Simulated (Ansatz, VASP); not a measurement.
Two plane-wave programs on GaS

```
CELL_PARAMETERS angstrom
3.58500 0.00000 0.00000
-1.79250 3.10470 0.00000
0.00000 0.00000 15.96500
ATOMIC_POSITIONS crystal
Ga 0.33333 0.66667 0.17303
Ga 0.66667 0.33333 0.67303
Ga 0.33333 0.66667 0.32697
Ga 0.66667 0.33333 0.82697
S 0.33333 0.66667 0.60433
S 0.66667 0.33333 0.10433
S 0.33333 0.66667 0.89567
S 0.66667 0.33333 0.39567
```

Change from the starting cell: z stretched by +3 %, ions relaxed.

Alike in both runs: functional PBE; k mesh 14 × 14 × 3; occupations fermi-dirac, width 0.02 eV; no spin polarisation.

Ansatz relaxed the structure, and its values are those at the end. VASP's run is a single point on that final structure, the one shown.

```csv
,VASP,Ansatz
version,VASP 6.6.1,Ansatz 0.2.0
potentials or method,"VASP PAW PBE potentials, release 64 (Ga_d, S)","plane-wave PAW, scalar-relativistic"
plane-wave cutoff (eV),500,420
valence electrons in the cell,76,76
```

|  | VASP | Ansatz | Ansatz less VASP |
| --- | --- | --- | --- |
| gap on the k mesh at the Fermi level (eV) | 1.81 | 1.80 | -0.013 |
| pressure (GPa) | 1.7 | 1.7 | +0.05 |
| rms of the force components (eV/Å) | 0.002 | 0.004 | +0.0014 |

With one functional, cell and mesh, what is left measures potentials, basis and numerics. Ansatz's warnings: stress scf threshold loose.
